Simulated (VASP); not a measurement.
Input of a VASP 6.6.1 run:

INCAR

```
SYSTEM = GaAs
PREC     = Accurate       ! precision mode
ENCUT    = 520            ! plane-wave cutoff, eV
EDIFF    = 1E-7           ! SCF threshold, eV
ISMEAR   = 0              ! smearing method
SIGMA    = 0.1            ! smearing width, eV
LREAL    = .False.        ! projectors in reciprocal space
LASPH    = .True.         ! aspherical terms in the spheres
NELM     = 60             ! most SCF steps
ALGO     = Normal         ! electronic algorithm
ISIF     = 2              ! what is computed and relaxed
LWAVE    = .False.        ! write WAVECAR
LCHARG   = .False.        ! write CHGCAR
GGA      = PE             ! functional
NBANDS   = 16             ! bands
```

File KPOINTS:

```
regular mesh
0
Gamma
  18 18 14
  0 0 0
```

The input POSCAR:

```
GaAs
1.0
    3.1795708237      0.0000000000      0.0000000000
    0.0000000000      3.1795708237      0.0000000000
    0.0000000000      0.0000000000      3.8339728650
Ga As
1 1
Direct
    0.5000000000      0.5000000000      0.5000000000
    0.0000000000      0.0000000000      0.0000000000
```

Potentials or basis: VASP PAW PBE potentials, release 64 (Ga_d, As).

Command:

```console
$ cat potpaw_PBE.64/Ga_d/POTCAR potpaw_PBE.64/As/POTCAR > POTCAR
$ mpirun -np 1 vasp_std > vasp.out
```

Predict the pressure.

0.1 GPa.

What does it give for the band gap on the k mesh?

Zero (band 9 reaches 7.72 eV, above the bottom of band 10 at 3.32 eV).
